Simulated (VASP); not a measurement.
# MgO (MgO (Fm-3m)) (Fm-3m) in VASP: vibrations by perturbation theory with PBE

Aim: the vibrations by perturbation theory of MgO (MgO (Fm-3m)) with PBE.

Everything below comes from runs of VASP 6.6.1. Logs are shortened: lines on timing, memory, paths and dates and some standing lists are left out, and cuts for length are marked.

## Step 1: The cell of the first run

The structure is cubic, space group Fm-3m (No. 225). Conventional cell: a = 4.254 Å, b = 4.254 Å, c = 4.254 Å, α = 90.00°, β = 90.00°, γ = 90.00°. Mg (site symmetry m-3m) has 6 O at 2.13 Å within 2.8 Å. Within 2.8 Å of O (site symmetry m-3m) lie 6 Mg at 2.13 Å.

## Step 2: Vibrations by perturbation theory, PBE

The input, INCAR:

```
ALGO     = Normal         # electronic algorithm
EDIFF    = 1E-8           # SCF threshold, eV
ENCUT    = 520            # plane-wave cutoff, eV
GGA      = PE             # functional
IBRION   = 8              # ionic algorithm
ISIF     = 2              # what is computed and relaxed
ISMEAR   = 0              # smearing method
LASPH    = T              # aspherical terms in the spheres
LCHARG   = F              # write CHGCAR
LEPSILON = T              # dielectric tensor by DFPT
LREAL    = F              # projectors in reciprocal space
LWAVE    = F              # write WAVECAR
NELM     = 100            # most SCF steps
NSW      = 1              # ionic steps
PREC     = Accurate       # precision mode
SIGMA    = 0.01           # smearing width, eV
```

The input, KPOINTS:

```
k-points
0
Gamma
  10 10 10
```

The input, POSCAR:

```
MgO
1.0
    0.0000000000      2.1271906151      2.1271906151
    2.1271906151      0.0000000000      2.1271906151
    2.1271906151      2.1271906151      0.0000000000
Mg O
1 1
Direct
    0.0000000000      0.0000000000      0.0000000000
    0.5000000000      0.5000000000      0.5000000000
```

Potentials or basis: VASP PAW PBE potentials, release 64 (Mg, O).

Run with:

```console
cat potpaw_PBE.64/Mg/POTCAR potpaw_PBE.64/O/POTCAR > POTCAR
mpirun -np 1 vasp_std > vasp.out
```

OUTCAR:

```text
EDIFF = 1E-8
   ENCUT = 520
   GGA = PE
   IBRION = 8
   ISIF = 2
   ISMEAR = 0
   LASPH = T
   LEPSILON = T
   LREAL = F
   NELM = 100
   NSW = 1
   PREC = Accurate

 ion  position               nearest neighbor table
   1  0.000  0.000  0.000-   2 2.13   2 2.13   2 2.13   2 2.13   2 2.13   2 2.13
   2  0.500  0.500  0.500-   1 2.13   1 2.13   1 2.13   1 2.13   1 2.13   1 2.13

  LATTYP: Found a face centered cubic cell.
 ALAT       =     4.2543812302

  Lattice vectors:

 A1 = (   0.0000000000,   2.1271906151,   2.1271906151)
 A2 = (   2.1271906151,   0.0000000000,   2.1271906151)
 A3 = (   2.1271906151,   2.1271906151,   0.0000000000)

Analysis of symmetry for initial positions (statically):
=====================================================================
 Subroutine PRICEL returns:
 Original cell was already a primitive cell.

 Routine SETGRP: Setting up the symmetry group for a
 face centered cubic supercell.

 Subroutine GETGRP returns: Found 48 space group operations
 (whereof 48 operations were pure point group operations)
 out of a pool of 48 trial point group operations.

The static configuration has the point symmetry O_h .

Analysis of symmetry for dynamics (positions and initial velocities):
=====================================================================
 Subroutine PRICEL returns:
 Original cell was already a primitive cell.

 Routine SETGRP: Setting up the symmetry group for a
 face centered cubic supercell.

 Subroutine GETGRP returns: Found 48 space group operations
 (whereof 48 operations were pure point group operations)
 out of a pool of 48 trial point group operations.

The dynamic configuration has the point symmetry O_h .

 Subroutine INISYM returns: Found 48 space group operations
 (whereof 48 operations are pure point group operations),
 and found     1 'primitive' translations

[... 498 lines left out ...]

 MACROSCOPIC STATIC DIELECTRIC TENSOR (including local field effects in DFT)
 ------------------------------------------------------
           3.171134    -0.000000     0.000000
          -0.000000     3.171134     0.000000
          -0.000000     0.000000     3.171134
 ------------------------------------------------------

 PIEZOELECTRIC TENSOR (including local field effects)  for field in x, y, z        (e  Angst)
          XX          YY          ZZ          XY          YZ          ZX
  --------------------------------------------------------------------------------
  x     0.00000     0.00000     0.00000     0.00000     0.00000     0.00000
  y     0.00000     0.00000     0.00000     0.00000     0.00000     0.00000
  z     0.00000     0.00000     0.00000     0.00000     0.00000     0.00000

 PIEZOELECTRIC TENSOR (including local field effects)  for field in x, y, z        (C/m^2)
          XX          YY          ZZ          XY          YZ          ZX
  --------------------------------------------------------------------------------
  x     0.00000     0.00000     0.00000     0.00000     0.00000     0.00000
  y     0.00000     0.00000     0.00000     0.00000     0.00000     0.00000
  z     0.00000     0.00000     0.00000     0.00000     0.00000     0.00000

 BORN EFFECTIVE CHARGES (including local field effects) (in |e|, cummulative output)
 ---------------------------------------------------------------------------------
 ion    1
    1     1.98168     0.00000     0.00000
    2    -0.00000     1.98168     0.00000
    3    -0.00000    -0.00000     1.98168
 ion    2
    1    -1.98168    -0.00000    -0.00000
    2     0.00000    -1.98168    -0.00000
    3     0.00000     0.00000    -1.98168

 INTERNAL STRAIN TENSOR FOR ION    2 for displacements in x,y,z  (eV/Angst):
          X           Y           Z          XY          YZ          ZX
  --------------------------------------------------------------------------------
  x     0.00000     0.00000     0.00000     0.00000     0.00000     0.00000
  y     0.00000     0.00000     0.00000     0.00000     0.00000     0.00000
  z     0.00000     0.00000     0.00000     0.00000     0.00000     0.00000

 SECOND DERIVATIVES (NOT SYMMETRIZED)
 ------------------------------------
               1X          1Y          1Z          2X          2Y          2Z
  1X    -4.780572    0.000000    0.000000    4.780572    0.000000    0.000000
  1Y     0.000000   -4.780572    0.000000    0.000000    4.780572    0.000000
  1Z     0.000000    0.000000   -4.780572    0.000000    0.000000    4.780572
  2X     4.798681    0.000000    0.000000   -4.798681    0.000000    0.000000
  2Y     0.000000    4.798681    0.000000    0.000000   -4.798681    0.000000
  2Z     0.000000    0.000000    4.798681    0.000000    0.000000   -4.798681

 Eigenvectors and eigenvalues of the dynamical matrix
 ----------------------------------------------------

   1 f  =   11.016863 THz    69.220995 2PiTHz  367.483009 cm-1    45.562066 meV
             X         Y         Z           dx          dy          dz
      0.000000  0.000000  0.000000    -0.629340    0.000000    0.000000
      2.127191  2.127191  2.127191     0.777130   -0.000000    0.000000
[... 21 lines left out ...]
   6 f/i=    0.010186 THz     0.064000 2PiTHz    0.339768 cm-1     0.042126 meV
             X         Y         Z           dx          dy          dz
      0.000000  0.000000  0.000000     0.753549   -0.183668   -0.048594
      2.127191  2.127191  2.127191     0.610243   -0.148739   -0.039352

--------------------------------------------------------------------------------------------------------

 MACROSCOPIC STATIC DIELECTRIC TENSOR IONIC CONTRIBUTION
 ------------------------------------------------------
           7.706940     0.000000    -0.000000
           0.000000     7.706940    -0.000000
          -0.000000    -0.000000     7.706940
 ------------------------------------------------------

 ELASTIC MODULI CONTR FROM IONIC RELAXATION (kBar)
 Direction    XX          YY          ZZ          XY          YZ          ZX
 --------------------------------------------------------------------------------
 XX           0.0000      0.0000      0.0000      0.0000      0.0000      0.0000
 YY           0.0000      0.0000      0.0000      0.0000      0.0000      0.0000
 ZZ           0.0000      0.0000      0.0000      0.0000      0.0000      0.0000
 XY           0.0000      0.0000      0.0000      0.0000      0.0000      0.0000
 YZ           0.0000      0.0000      0.0000      0.0000      0.0000      0.0000
 ZX           0.0000      0.0000      0.0000      0.0000      0.0000      0.0000
 --------------------------------------------------------------------------------

 PIEZOELECTRIC TENSOR IONIC CONTR  for field in x, y, z        (C/m^2)
          XX          YY          ZZ          XY          YZ          ZX
  --------------------------------------------------------------------------------
  x     0.00000     0.00000     0.00000     0.00000     0.00000     0.00000
  y     0.00000     0.00000     0.00000     0.00000     0.00000     0.00000
  z     0.00000     0.00000     0.00000     0.00000     0.00000     0.00000
```

Wall time 88 s (1 thread of Intel Xeon Platinum 8259CL at 2.50GHz (Skylake/Cascade Lake), shared host); peak memory 0.19 GiB.

Results:

```
Electronic dielectric tensor (diagonal)                 : 3.17
Born charges (mean of the diagonal)                     : Mg +1.98; O -1.98 e
Highest phonon frequency at Γ, LO-TO splitting left out : 367 cm⁻¹
```

Phonon frequencies in cm⁻¹ (negative: imaginary):
```
              q point        frequencies
(0.000, 0.000, 0.000)  0 0 0 367 367 367
```

Electronic dielectric tensor:
```
3.17 0.00 0.00
0.00 3.17 0.00
0.00 0.00 3.17
```

Born effective charge tensors (e):
atom 1, Mg
```
1.98 0.00 0.00
0.00 1.98 0.00
0.00 0.00 1.98
```
atom 2, O
```
-1.98  0.00  0.00
 0.00 -1.98  0.00
 0.00  0.00 -1.98
```
